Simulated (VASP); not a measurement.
# MgO (P6_3mc) in VASP: a series of runs, part 2 of 2

VASP 6.6.1. The steps go on from the part before.

## 4. Single point, PBEsol

This run uses another cell than the first one, of 10.53 Å³/atom, 0.987 times its volume.

Input file INCAR:

```
  PREC = Accurate
  ENCUT = 520
  EDIFF = 1E-6
  ISMEAR = 0
  SIGMA = 0.05
  LREAL = F
  LASPH = T
  NELM = 80
  ALGO = Normal
  ISIF = 2
  LWAVE = F
  LCHARG = T
  GGA = PS
  LELF = T
  LVHAR = T
  NBANDS = 16
```

Input file KPOINTS:

```
regular mesh
0
Gamma
  9 9 6
```

Input file POSCAR:

```
MgO
1.0
    3.2457000000      0.0000000000      0.0000000000
   -1.6228500000      2.8108586531      0.0000000000
    0.0000000000      0.0000000000      4.6178000000
Mg O
2 2
Direct
    0.3333333333      0.6666666667      0.0036583380
    0.6666666667      0.3333333333      0.5036583380
    0.3333333333      0.6666666667      0.4009416620
    0.6666666667      0.3333333333      0.9009416620
```

Potentials or basis: VASP PAW PBE potentials, release 64 (Mg, O).

The run is started by

```sh
cat potpaw_PBE.64/Mg/POTCAR potpaw_PBE.64/O/POTCAR > POTCAR
mpirun -np 1 vasp_std > vasp.out
```

OUTCAR:

```text
PREC = Accurate
   ENCUT = 520
   EDIFF = 1E-6
   ISMEAR = 0
   LREAL = F
   LASPH = T
   NELM = 80
   ISIF = 2
   GGA = PS

 ion  position               nearest neighbor table
   1  0.333  0.667  0.004-   3 1.83   4 1.93   4 1.93   4 1.93   3 2.78   2 2.97   2 2.97   2 2.97
                             2 2.97   2 2.97   2 2.97
   2  0.667  0.333  0.504-   4 1.83   3 1.93   3 1.93   3 1.93   4 2.78   1 2.97   1 2.97   1 2.97
                             1 2.97   1 2.97   1 2.97
   3  0.333  0.667  0.401-   1 1.83   2 1.93   2 1.93   2 1.93   1 2.78
[... 661 lines left out ...]
  --------------------------------------------------------------------------------------
  -------------------------------------------------------------------------------------
  Total        3.1914725      3.1914725      7.9547998      0.0000000      0.0000000     -0.0000000
  in kB      121.3721889    121.3721889    302.5222586      0.0000000      0.0000000     -0.0000000
  external PRESSURE =     181.7555454 kB  Pullay stress =       0.0000000 kB

 VOLUME and BASIS-vectors are now :
 -----------------------------------------------------------------------------
  energy-cutoff  :      520.00
  volume of cell :       42.13
      direct lattice vectors                 reciprocal lattice vectors
     3.245700000  0.000000000  0.000000000     0.308099948  0.177881588  0.000000000
    -1.622850000  2.810858653  0.000000000     0.000000000  0.355763175  0.000000000
     0.000000000  0.000000000  4.617800000     0.000000000  0.000000000  0.216553337

 POSITION                                       TOTAL-FORCE (eV/Angst)
 -----------------------------------------------------------------------------------
     -0.00000      1.87391      0.01689         0.000000      0.000000     -1.388523
      1.62285      0.93695      2.32579        -0.000000      0.000000     -1.388523
     -0.00000      1.87391      1.85147         0.000000      0.000000      1.388523
      1.62285      0.93695      4.16037        -0.000000      0.000000      1.388523
 -----------------------------------------------------------------------------------
    total drift:                               -0.000000     -0.000000      0.000821

  FREE ENERGIE OF THE ION-ELECTRON SYSTEM (eV)
  ---------------------------------------------------
  free  energy   TOTEN  =       -24.1912125876 eV

  energy  without entropy=      -24.1912125876  energy(sigma->0) =      -24.19121259
```

stdout:

```text
POSCAR found type information on POSCAR MgO
 POSCAR found :  2 types and       4 ions
 scaLAPACK will be used
 -----------------------------------------------------------------------------
|                                                                             |
|                                                                             |
|     You enforced a specific xc type in the INCAR file but a different       |
|     I HOPE YOU KNOW WHAT YOU ARE DOING!                                     |
|                                                                             |
 -----------------------------------------------------------------------------

 LDA part: xc-table for (Slater+PW92), standard interpolation
 POSCAR, INCAR and KPOINTS ok, starting setup
 FFT: planning ... GRIDC
 FFT: planning ... GRID_SOFT
 FFT: planning ... GRID
 WAVECAR not read
 entering main loop
```

It took 15 s on 1 thread of AMD EPYC 9R45 (Zen 5), shared host; peak memory 0.14 GiB.

What came out:

```
Free energy            : -24.1912 eV
Pressure               : 18.2 GPa
Largest force          : 1.389 eV/Å
Band gap on the k mesh : 3.90 eV, direct
```

Forces in eV/Å, atoms in the order of the input:
```
Mg   0.000  0.000 -1.389
Mg   0.000  0.000 -1.389
O    0.000  0.000  1.389
O    0.000  0.000  1.389
```

Stress tensor (GPa, compression positive):
```
12.14  0.00  0.00
 0.00 12.14  0.00
 0.00  0.00 30.25
```

Levels at points of the mesh, in eV from the valence-band top:
| k point | band 6 | band 7 | band 8 | band 9 | band 10 | band 11 |
| --- | --- | --- | --- | --- | --- | --- |
| (0.00, 0.00, 0.00) | -0.59 | -0.59 | 0.00 | 3.90 | 9.10 | 11.40 |
| (0.00, 0.00, 0.50) | -0.83 | -0.83 | -0.83 | 6.53 | 6.53 | 14.45 |

Caveat: the PAW data sets were made with another functional, which shifts forces and pressure a little. A hybrid or GW would open this gap; PBEsol tends to underestimate it.

## 5. Single point, PBEsol

This run uses another cell than the first one, of 10.91 Å³/atom, 1.023 times its volume.

Input file INCAR:

```
SYSTEM = MgO
ALGO = Normal
EDIFF = 1E-6
ENCUT = 520
GGA = PS
ISIF = 2
ISMEAR = 0
LASPH = .True.
LCHARG = .True.
LELF = .True.
LREAL = .False.
LVHAR = .True.
LWAVE = .False.
NBANDS = 16
NELM = 100
PREC = Accurate
SIGMA = 0.05
```

Input file KPOINTS:

```
k-points
0
Gamma
  9 9 6
  0 0 0
```

Changes to POSCAR since step 4:

```diff
@@ -2,4 +2,4 @@
 1.0
-    3.2457000000      0.0000000000      0.0000000000
-   -1.6228500000      2.8108586531      0.0000000000
+    3.3034678116      0.0000000000      0.0000000000
+   -1.6517339058      2.8608870454      0.0000000000
     0.0000000000      0.0000000000      4.6178000000
```

The run is started by

```sh
cat potpaw_PBE.64/Mg/POTCAR potpaw_PBE.64/O/POTCAR > POTCAR
mpirun -np 1 vasp_std > vasp.out
```

Wall time 19 s (1 thread of AMD EPYC 9R45 (Zen 5), shared host); peak memory 0.16 GiB.

Results (log left out):

| Item | Value |
| --- | --- |
| Free energy | -24.2719 eV |
| Pressure | 12.1 GPa |
| Largest force | 1.573 eV/Å |
| Band gap on the k mesh | 3.68 eV, direct |

Forces on the atoms (eV/Å):
```
Mg   0.000  0.000 -1.573
Mg   0.000  0.000 -1.573
O    0.000  0.000  1.573
O    0.000  0.000  1.573
```

Stress tensor (GPa, compression positive):
```
 4.82  0.00  0.00
 0.00  4.82  0.00
 0.00  0.00 26.78
```

Levels at points of the mesh, in eV from the valence-band top:
| k point | band 4 | band 5 | band 6 | band 7 | band 8 | band 9 | band 10 | band 11 | band 12 | band 13 |
| --- | --- | --- | --- | --- | --- | --- | --- | --- | --- | --- |
| (0.00, 0.00, 0.00) | -1.08 | -1.08 | -0.59 | -0.59 | 0.00 | 3.68 | 8.82 | 11.20 | 13.74 | 13.74 |
| (0.00, 0.00, 0.50) | -2.18 | -0.84 | -0.84 | -0.84 | -0.84 | 6.29 | 6.29 | 14.26 | 14.26 | 14.30 |

Caveat: the PAW data sets were made with another functional, which shifts forces and pressure a little.

## 6. Single point, PBEsol

This run uses another cell than the first one, of 10.99 Å³/atom, 1.030 times its volume.

Input file INCAR:

```
SYSTEM = MgO
PREC = Accurate ; ENCUT = 520
EDIFF = 1E-6 ; ISMEAR = 0
SIGMA = 0.05 ; LREAL = .FALSE.
LASPH = .TRUE. ; NELM = 60
ALGO = Normal ; ISIF = 2
LWAVE = .FALSE. ; LCHARG = .FALSE.
GGA = PS ; NBANDS = 16
```

Input file KPOINTS:

```
regular mesh
0
G
  9 9 6
  0 0 0
```

Input file POSCAR:

```
MgO
1.0
    3.2457000000      0.0000000000      0.0000000000
   -1.6228500000      2.8108586531      0.0000000000
    0.0000000000      0.0000000000      4.8186000000
Mg O
2 2
Direct
    0.3333333333      0.6666666667      0.0036583380
    0.6666666667      0.3333333333      0.5036583380
    0.3333333333      0.6666666667      0.4009416620
    0.6666666667      0.3333333333      0.9009416620
```

Potentials or basis: VASP PAW PBE potentials, release 64 (Mg, O).

The run is started by

```sh
cat potpaw_PBE.64/Mg/POTCAR potpaw_PBE.64/O/POTCAR > POTCAR
mpirun -np 1 vasp_std > vasp.out
```

Wall time 14 s (1 thread of AMD EPYC 9R45 (Zen 5), shared host); peak memory 0.14 GiB.

Results (log left out):

| Item | Value |
| --- | --- |
| Free energy | -24.4367 eV |
| Pressure | 10.3 GPa |
| Largest force | 0.414 eV/Å |
| Band gap on the k mesh | 3.74 eV, direct |

Forces in eV/Å, atoms in the order of the input:
```
Mg   0.000  0.000 -0.414
Mg   0.000  0.000 -0.414
O    0.000  0.000  0.414
O    0.000  0.000  0.414
```

Stress tensor (GPa, compression positive):
```
 8.81  0.00  0.00
 0.00  8.81  0.00
 0.00  0.00 13.32
```

Levels at points of the mesh, in eV from the valence-band top:
```tsv
k point	band 5	band 6	band 7	band 8	band 9	band 10	band 11	band 12
(0.00, 0.00, 0.00)	-0.86	-0.49	-0.49	0.00	3.74	8.88	10.87	14.32
(0.00, 0.00, 0.50)	-0.68	-0.68	-0.68	-0.68	6.31	6.31	13.82	13.82
```

Caveat: the PAW data sets were made with another functional, which shifts forces and pressure a little.

## 7. Overview

```csv
cell,gap on the mesh (eV),pressure (GPa),largest force (eV/Å)
"a = 3.072, b = 3.072, c = 5.220 Å, angles 90.0, 90.0, 120.0°, 4 atoms",4.17,20.3,1.25
"a = 3.130, b = 3.130, c = 5.019 Å, angles 90.0, 90.0, 120.0°, 4 atoms",4.08,17.7,0.64
"a = 3.246, b = 3.246, c = 4.618 Å, angles 90.0, 90.0, 120.0°, 4 atoms",3.90,18.2,1.39
"a = 3.303, b = 3.303, c = 4.618 Å, angles 90.0, 90.0, 120.0°, 4 atoms",3.68,12.1,1.57
"a = 3.246, b = 3.246, c = 4.819 Å, angles 90.0, 90.0, 120.0°, 4 atoms",3.74,10.3,0.41
```

Alike in all rows: task single point; level PBEsol; potentials or basis VASP PAW PBE potentials, release 64 (Mg, O); no spin polarisation; k mesh 9 × 9 × 6; cutoff (eV) 520; smearing gaussian 0.05 eV.

Caveats: the PAW data sets were made with another functional, which shifts forces and pressure a little.

Total energies depend on the potentials used, so only differences within one code and one set of settings carry meaning.
